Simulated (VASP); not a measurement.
A run of VASP 6.6.1 is set up as follows.

The input INCAR:

```
SYSTEM = MnS
PREC     = Accurate       ! precision mode
ENCUT    = 520            ! plane-wave cutoff, eV
EDIFF    = 1E-6           ! SCF threshold, eV
ISMEAR   = 0              ! smearing method
SIGMA    = 0.05           ! smearing width, eV
LREAL    = .FALSE.        ! projectors in reciprocal space
LASPH    = .TRUE.         ! aspherical terms in the spheres
NELM     = 150            ! most SCF steps
ALGO     = Normal         ! electronic algorithm
ISIF     = 2              ! what is computed and relaxed
LWAVE    = .FALSE.        ! write WAVECAR
LCHARG   = .FALSE.        ! write CHGCAR
ISPIN    = 2              ! spin polarisation
MAGMOM   = 1.25 1.25 1.25 1.25 0 0 0 0 ! initial moments
LORBIT   = 11             ! projections on sites
NUPDOWN  = 5.0            ! fixed moment
LMAXMIX  = 4              ! l up to which the mixer works
LDAU     = .TRUE.         ! DFT+U
LDAUTYPE = 2            
LDAUL    = 2 -1           ! shell
LDAUU    = 4 0            ! U, eV
LDAUJ    = 0 0          
LDAUPRINT= 1            
GGA      = CA             ! functional
NBANDS   = 52             ! bands
```

Contents of KPOINTS:

```
Automatic mesh
0
G
  6 6 2
  0 0 0
```

The input POSCAR:

```
MnS
1.0
    3.9760016100      0.0000000000      0.0000000000
   -1.9880008000      3.4433184000      0.0000000000
    0.0000000000      0.0000000000     12.8640010000
Mn S
4 4
Direct
    0.3333333333      0.6666666667      0.0000000000
    0.6666666667      0.3333333333      0.2500000000
    0.3333333333      0.6666666667      0.5000000000
    0.6666666667      0.3333333333      0.7500000000
    0.3333333333      0.6666666667      0.1925000000
    0.6666666667      0.3333333333      0.4425000000
    0.3333333333      0.6666666667      0.6925000000
    0.6666666667      0.3333333333      0.9425000000
```

Potentials or basis: VASP PAW LDA potentials, release 64 (Mn_pv, S).

The run is started by

```bash
$ cat potpaw_LDA.64/Mn_pv/POTCAR potpaw_LDA.64/S/POTCAR > POTCAR
$ mpirun -np 1 vasp_std > vasp.out
```

Task: Estimate the pressure.

Result: -17.5 GPa.

Task: Estimate the largest force.

Result: 0.226 eV/Å.

Eigenvalues of the final occupation matrices:
```csv
site,spin,trace,eigenvalues
site 1 d,1,3.18,0.45 0.45 0.47 0.90 0.90
site 1 d,2,1.92,0.04 0.04 0.60 0.60 0.65
site 2 d,1,3.18,0.45 0.45 0.47 0.90 0.90
site 2 d,2,1.92,0.04 0.04 0.60 0.60 0.65
site 3 d,1,3.18,0.45 0.45 0.47 0.90 0.90
site 3 d,2,1.92,0.04 0.04 0.60 0.60 0.65
site 4 d,1,3.18,0.45 0.45 0.47 0.90 0.90
site 4 d,2,1.92,0.04 0.04 0.60 0.60 0.65
```

Caveat: the cell stands under tension; the total moment is fixed, so each spin has its own Fermi level and the state may be an excited one; the run started ferromagnetic, and an antiferromagnetic order may lie lower in energy. The state reached can hang on the start; a lower one may exist.
